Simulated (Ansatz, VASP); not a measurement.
One calculation of ZnCu, two programs

INCAR

```
ALGO = Normal
EDIFF = 1E-6
ENCUT = 520
GGA = PS
ISIF = 2
ISMEAR = -1
LASPH = True
LCHARG = False
LREAL = False
LWAVE = False
NBANDS = 18
NELM = 60
PREC = Accurate
SIGMA = 0.05
```

File KPOINTS:

```
k-points
0
Gamma
  14 14 14
```

Contents of POSCAR:

```
ZnCu
1.0
    2.9547841250      0.0000000000      0.0000000000
    0.0000000000      2.9547841250      0.0000000000
    0.0000000000      0.0000000000      2.9547841250
Zn Cu
1 1
Direct
    0.5000000000      0.5000000000      0.5000000000
    0.0000000000      0.0000000000      0.0000000000
```

Input for Ansatz:

```yaml
crystal:
  lattice:
    - [2.954784125, 0.0, 0.0]
    - [0.0, 2.954784125, 0.0]
    - [0.0, 0.0, 2.954784125]
  atoms:
    - { symbol: Zn, position: [0.5, 0.5, 0.5] }
    - { symbol: Cu, position: [0.0, 0.0, 0.0] }
kpoints:
  mp_grid: { grid: [14, 14, 14] }
  band_path:
    path:
      - [0.0, 0.0, 0.0]
      - [0.0, 0.5, 0.0]
      - [0.5, 0.5, 0.0]
      - [0.0, 0.0, 0.0]
      - [0.5, 0.5, 0.5]
      - [0.0, 0.5, 0.0]
      - [0.5, 0.5, 0.5]
      - [0.5, 0.5, 0.0]
    npoints: 5
scf:
  occupations: { method: fermi_dirac, width: 0.05 }
hamiltonian:
  xc: pbesol
  pseudopotentials: { kind: all_electron, lapw: { basis_error: 0.0005 } }
output:
  forces: true
  stress: true
  eigenvalues: true
```

Change from the starting cell: volume scaled by 1.01.

Alike in both runs: task single point; functional PBEsol; k mesh 14 × 14 × 14; occupations fermi-dirac, width 0.05 eV; no spin polarisation.

```csv
,VASP,Ansatz
version,VASP 6.6.1,Ansatz 0.2.0
potentials or method,"VASP PAW PBE potentials, release 64 (Zn, Cu), cutoff 520 eV","all-electron LAPW, scalar-relativistic"
```

```csv
,VASP,Ansatz,Ansatz less VASP
pressure (GPa),-5.2,-5.8,-0.60
```

VASP's potentials were made for PBE, not for PBEsol. Ansatz ran all-electron here, and VASP with PAW potentials.
